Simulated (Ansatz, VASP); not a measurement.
# Mg2CdO3: VASP beside Ansatz

```
Mg Cd O
1.0
     2.79729   -4.84622    0.00000
     2.79729    4.84622    0.00000
    -1.88320    0.00000    5.37758
Mg Cd O
4 2 6
Direct
  0.00000 0.00000 0.50000
  0.33900 0.66100 0.50000
  0.66100 0.33900 0.50000
  0.50000 0.50000 0.00000
  0.83300 0.16700 0.00000
  0.16700 0.83300 0.00000
  0.42500 0.06700 0.77700
  0.93300 0.57500 0.22300
  0.06700 0.42500 0.77700
  0.57500 0.93300 0.22300
  0.78100 0.78100 0.77300
  0.21900 0.21900 0.22700
```

Alike in both runs: task relaxation of cell and atoms; functional PBE; k mesh 3 × 3 × 2; occupations gaussian, width 0.15 eV; no spin polarisation.

|  | VASP | Ansatz |
| --- | --- | --- |
| version | VASP 6.6.1 | Ansatz 0.2.0 |
| potentials or method | VASP PAW PBE potentials, release 64 (Mg, Cd, O), cutoff 600 eV | scalar-relativistic, plane waves, PAW |
| valence electrons in the cell | 68 | 116 |

```csv
,VASP,Ansatz,Ansatz less VASP
"gap on the k mesh at the Fermi level, each at its own relaxed structure (eV)",1.89,1.91,+0.017
relaxed volume (Å³/atom),11.00,11.04,+0.048
relaxed cell length with the largest relative difference (Å),5.437,5.449,+0.0119
```

VASP's potentials hold 68 valence electrons a cell and Ansatz's 116, so a difference there can come from the potentials and not from the codes.

The k mesh is coarse, so the values compare programs but aren't converged.
